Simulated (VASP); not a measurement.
Set up this calculation in VASP 6.6.1, as the native input.

```yaml
Task: single point
Functional: r2SCAN
Potentials_or_basis: VASP PAW PBE potentials, release 64 (Cd, Se)
Cutoff: 520 eV
k_mesh: 6 × 6 × 4
Occupations: gaussian, width 0.05 eV
Spin: no spin polarisation
Dipole_correction: no
Further_INCAR_settings: ALGO = Normal; EDIFF = 1e-06; NBANDS = 26
```

CdSe:

```xyz
4
Lattice="4.2985 0.0000 0.0000 -2.1492 3.7226 0.0000 0.0000 0.0000 7.3660" Properties=species:S:1:pos:R:3 pbc="T T T"
Cd    2.1492    1.2409    0.0000
Cd    0.0000    2.4817    3.6830
Se    2.1492    1.2409    2.7622
Se    0.0000    2.4817    6.4452
```

This cell differs from its parent crystal: strain +0.000 along x and y, +0.050 along z.

The input as run:

POSCAR

```
CdSe
1.0
    4.2984999142      0.0000000000      0.0000000000
   -2.1492499571      3.7226101239      0.0000000000
    0.0000000000      0.0000000000      7.3659600000
Cd Se
2 2
Direct
    0.6666666667      0.3333333333      0.0000000000
    0.3333333333      0.6666666667      0.5000000000
    0.6666666667      0.3333333333      0.3750000000
    0.3333333333      0.6666666667      0.8750000000
```

INCAR.step1

```
  ALGO = Normal
  EDIFF = 1E-4
  ENCUT = 520
  GGA = PE
  ISMEAR = 0
  LASPH = True
  LCHARG = False
  LREAL = False
  LWAVE = True
  NBANDS = 26
  NELM = 80
  PREC = Accurate
  SIGMA = 0.05
```

INCAR.step2

```
  ALGO = Normal
  EDIFF = 1E-6
  ENCUT = 520
  ISIF = 2
  ISMEAR = 0
  ISTART = 1
  LASPH = True
  LCHARG = False
  LMIXTAU = True
  LREAL = False
  LWAVE = False
  METAGGA = R2SCAN
  NBANDS = 26
  NELM = 80
  PREC = Accurate
  SIGMA = 0.05
```

KPOINTS

```
k-points
0
Gamma
  6 6 4
```

Potentials or basis: VASP PAW PBE potentials, release 64 (Cd, Se).

The run is started by

```bash
$ cat potpaw_PBE.64/Cd/POTCAR potpaw_PBE.64/Se/POTCAR > POTCAR
$ cp INCAR.step1 INCAR
$ mpirun -np 1 vasp_std > vasp.out
$ cp INCAR.step2 INCAR
$ mpirun -np 1 vasp_std > vasp.out
```

It gave:

```yaml
Pressure: -0.6 GPa
Largest_force: 0.231 eV/Å
Band_gap_on_the_k_mesh: 0.97 eV, direct
```

Caveat: the cell differs from its parent crystal (strain +0.000 along x and y, +0.050 along z); the PAW data sets were made with another functional, which shifts forces and pressure a little.

Wall time 3.1 min on 1 thread of Intel(R) Xeon(R) Platinum 8259CL CPU @ 2.50GHz (Skylake/Cascade Lake), with other jobs on the host, peak memory 0.26 GiB.
